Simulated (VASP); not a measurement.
A run of VASP 6.6.1:

INCAR

```
PREC = Accurate
ENCUT = 500
EDIFF = 1E-6
ISMEAR = 0
SIGMA = 0.01
LREAL = False
LASPH = True
NELM = 120
ALGO = Normal
ISIF = 2
LWAVE = False
LCHARG = False
GGA = PS
NBANDS = 11
GGA_COMPAT = False
```

The input KPOINTS:

```
Automatic mesh
0
Gamma
  4 4 4
```

The input POSCAR:

```
AlP
1.0
    3.8544390000      0.0000000000      0.0000000000
    1.9272195000      3.3380420913      0.0000000000
    1.9272195000      1.1126806971      3.1471362649
Al P
1 1
Direct
    0.0000000000      0.0000000000      0.0000000000
    0.2500000000      0.2500000000      0.2500000000
```

Potentials or basis: VASP PAW PBE potentials, release 64 (Al, P).

Launch:

```sh
$ cat potpaw_PBE.64/Al/POTCAR potpaw_PBE.64/P/POTCAR > POTCAR
$ mpirun -np 1 vasp_std > vasp.out
```

Hardware: 1 thread of Intel Xeon 8259CL, on a shared host.

Question: How long does it take, and how much memory?

Answer: It took 6.2 s on 1 thread of Intel Xeon 8259CL (shared host), peak memory 0.14 GiB. Counts: scf iterations 12, k points 8.
